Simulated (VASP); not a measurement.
The system is AlN.

```
Al N
1.0
     0.00000    2.18399    2.18399
     2.18399    0.00000    2.18399
     2.18399    2.18399    0.00000
Al N
1 1
Direct
  0.00000 0.00000 0.00000
  0.25000 0.25000 0.25000
```

Base run:

| Item | Value |
| --- | --- |
| Program | VASP 6.6.1 |
| Functional | PBE |
| Potentials or basis | VASP PAW PBE potentials, release 64 (Al, N) |
| Cutoff | 600 eV |
| k mesh | 8 × 8 × 8 |
| Occupations | gaussian, width 0.01 eV |
| Spin | no spin polarisation |

Its results: band gap on the k mesh 3.32 eV (least direct gap 4.20 eV); pressure 4.5 GPa.

Question: The run is repeated on the same cell with these changes: k mesh from 8 × 8 × 8 to 7 × 7 × 7. What comes out?

Answer: Band gap on the k mesh 3.62 eV (least direct gap 4.20 eV); pressure 4.5 GPa.

Caveats: the cell stands under pressure; an odd mesh through Γ misses points on the zone boundary, where band edges can lie (at least some runs).
